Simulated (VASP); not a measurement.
The system is AlCo.

```
CELL_PARAMETERS angstrom
2.81940 0.00000 0.00000
0.00000 2.81940 0.00000
0.00000 0.00000 2.81940
ATOMIC_POSITIONS crystal
Co 0.50000 0.50000 0.50000
Al 0.00000 0.00000 0.00000
```

Base run:

| Item | Value |
| --- | --- |
| Program | VASP 6.6.1 |
| Functional | PBE |
| Potentials or basis | VASP PAW PBE potentials, release 64 (Co, Al) |
| Cutoff | 520 eV |
| k mesh | 8 × 8 × 8 |
| Occupations | fermi-dirac, width 0.05 eV |
| Spin | collinear spin, ferromagnetic start |
| Starting moments | [0.5, 0.0] μB |
| Fixed moment | 0.5 μB |

Its results: pressure 9.1 GPa; site moments Co +0.52; Al -0.01 μB.

The run is repeated on the same cell with these changes: fixed moment from 0.5 μB to 2.5 μB; moments at the start from [0.5, 0.0] to [2.5, 0.0]. What comes out?

Pressure 35.2 GPa; site moments Co +2.12; Al +0.07 μB.

Caveats: the total moment is fixed, so each spin has its own Fermi level.
